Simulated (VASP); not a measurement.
A run of VASP 6.6.1 is set up as follows.

The input INCAR:

```
  ALGO = Normal
  EDIFF = 1E-7
  ENCUT = 520
  GGA = PS
  ISIF = 2
  ISMEAR = -1
  ISYM = 0
  LASPH = T
  LCHARG = F
  LREAL = Auto
  LWAVE = F
  NBANDS = 266
  NELM = 60
  PREC = Accurate
  SIGMA = 0.05
```

KPOINTS

```
Automatic mesh
0
Gamma
  1 1 1
  0.25 0.25 0.25
```

POSCAR

```
Mg3Zn5S8
1.0
   10.9311661270      0.0000000000      0.0000000000
    0.0000000000     10.9311661270      0.0000000000
    0.0000000000      0.0000000000     10.9311661270
Zn Mg S
20 12 32
Direct
    0.9947940000      0.0066040000      0.9995230000
    0.9982280000      0.4945060000      0.0000550000
    0.9997140000      0.4926610000      0.5001680000
    0.5022270000      0.4943310000      0.9999130000
    0.5004910000      0.4926070000      0.4996860000
    0.2482290000      0.2557260000      0.9996600000
    0.2499320000      0.2568610000      0.4994960000
    0.7514450000      0.2524490000      0.9999390000
    0.7500190000      0.2539540000      0.5001100000
    0.7520380000      0.7482520000      0.9998320000
    0.2502380000      0.4925470000      0.2497740000
    0.2496610000      0.4925410000      0.7500320000
    0.7512740000      0.0068740000      0.2461380000
    0.7518110000      0.0059290000      0.7532830000
    0.7503000000      0.4944860000      0.2481890000
    0.7502220000      0.4942940000      0.7519580000
    0.9979400000      0.2542740000      0.2477350000
    0.9982820000      0.2539510000      0.7510900000
    0.5014240000      0.2554270000      0.2498530000
    0.5018730000      0.2552430000      0.7503670000
    0.9960420000      0.0075100000      0.4989440000
    0.5048740000      0.0055470000      0.9993340000
    0.5034340000      0.0071420000      0.4996830000
    0.2480220000      0.7442040000      0.9995670000
    0.2497250000      0.7426780000      0.4998330000
    0.7500100000      0.7462370000      0.4993620000
    0.2474510000      0.0069940000      0.2473920000
    0.2479460000      0.0074090000      0.7514700000
    0.9959580000      0.7461580000      0.2460860000
    0.9960360000      0.7467710000      0.7531800000
    0.5035790000      0.7448890000      0.2473900000
    0.5034340000      0.7437800000      0.7513890000
    0.1179560000      0.1339550000      0.1185250000
    0.1236850000      0.1388030000      0.6236830000
    0.1240330000      0.6111120000      0.1253490000
    0.1226050000      0.6123620000      0.6271840000
    0.6293190000      0.1348490000      0.1287580000
    0.6308480000      0.1334240000      0.6312750000
    0.6313280000      0.6169460000      0.1187180000
    0.6259720000      0.6109810000      0.6240190000
    0.3758170000      0.3739670000      0.1241600000
    0.3757650000      0.3737870000      0.6250720000
    0.3756720000      0.8755490000      0.1234370000
    0.3759960000      0.8753550000      0.6260480000
    0.8741530000      0.3740920000      0.1235600000
    0.8741890000      0.3739220000      0.6257790000
    0.8698780000      0.8811370000      0.1196780000
    0.8700200000      0.8804230000      0.6292090000
    0.3746740000      0.1380120000      0.3743650000
    0.3762150000      0.1382000000      0.8760870000
    0.3769300000      0.6115860000      0.3733770000
    0.3750470000      0.6114770000      0.8749060000
    0.8694960000      0.1344010000      0.3687290000
    0.8744240000      0.1301930000      0.8746020000
    0.8749250000      0.6118780000      0.3747050000
    0.8699800000      0.6162220000      0.8804480000
    0.1235270000      0.3731940000      0.3735010000
    0.1227560000      0.3747120000      0.8747510000
    0.1228310000      0.8748700000      0.3746720000
    0.1189630000      0.8805830000      0.8807480000
    0.6257540000      0.3745300000      0.3744450000
    0.6263480000      0.3731650000      0.8759240000
    0.6310600000      0.8805720000      0.3686740000
    0.6346050000      0.8749640000      0.8745560000
```

Potentials or basis: VASP PAW PBE potentials, release 64 (Zn, Mg, S).

Launch:

```bash
$ cat potpaw_PBE.64/Zn/POTCAR potpaw_PBE.64/Mg/POTCAR potpaw_PBE.64/S/POTCAR > POTCAR
$ mpirun -np 1 vasp_std > vasp.out
```

Problem. Predict the band gap on the k mesh.

Solution. 3.28 eV.

Problem. What does it give for the largest force?

Solution. 0.031 eV/Å.

Problem. What does it give for the pressure?

Solution. 0.1 GPa.

Forces on the atoms (eV/Å):
```
Zn  -0.009 -0.009 -0.015
Zn  -0.008 -0.007 -0.010
Zn  -0.007 -0.011 -0.001
Zn  -0.005 -0.009 -0.010
Zn  -0.005 -0.011 -0.003
Zn  -0.011 -0.014 -0.012
Zn  -0.007 -0.014 -0.006
Zn  -0.007 -0.013 -0.012
Zn  -0.016 -0.016 -0.004
Zn  -0.013 -0.009 -0.016
Zn  -0.004 -0.014 -0.006
Zn  -0.003 -0.010 -0.005
Zn  -0.010 -0.013 -0.012
Zn  -0.017 -0.011 -0.012
Zn  -0.011 -0.008 -0.010
Zn  -0.007 -0.009 -0.005
Zn  -0.008 -0.015 -0.010
Zn  -0.012 -0.014 -0.007
Zn  -0.007 -0.017 -0.010
Zn  -0.006 -0.015 -0.007
Mg   0.005  0.004  0.006
Mg   0.002  0.000 -0.002
Mg   0.002 -0.001  0.006
Mg   0.007  0.004  0.003
Mg   0.007  0.002  0.008
Mg   0.006  0.003  0.008
Mg   0.003  0.001  0.002
Mg   0.005  0.001  0.004
Mg   0.004  0.003  0.005
Mg   0.007  0.005  0.006
Mg   0.004  0.000  0.004
Mg   0.002  0.003  0.004
S    0.015  0.000  0.022
S    0.002 -0.017 -0.002
S   -0.003  0.027  0.003
S   -0.001  0.023 -0.003
S   -0.008  0.002 -0.003
S    0.000 -0.005 -0.004
S   -0.002  0.018  0.021
S    0.005  0.028 -0.001
S    0.009  0.012  0.014
S    0.009  0.013  0.006
S   -0.006 -0.005 -0.009
S   -0.009 -0.006 -0.011
S    0.010  0.015  0.007
S    0.015  0.013  0.007
S    0.017 -0.003  0.025
S    0.006 -0.015 -0.013
S    0.003 -0.016 -0.002
S    0.004 -0.015  0.001
S   -0.001  0.028 -0.002
S   -0.002  0.021  0.003
S    0.024  0.001  0.020
S    0.015  0.017  0.022
S    0.002  0.026  0.001
S    0.015  0.019 -0.002
S    0.010  0.012  0.005
S    0.006  0.013  0.013
S   -0.010 -0.006 -0.011
S    0.006 -0.013 -0.016
S    0.015  0.016  0.008
S    0.009  0.015  0.014
S   -0.016 -0.006  0.007
S   -0.018  0.002  0.003
```

Caveat: the PAW data sets were made with another functional, which shifts forces and pressure a little; a shifted mesh leaves out Γ, where band edges can lie. A k mesh can miss the band edges.
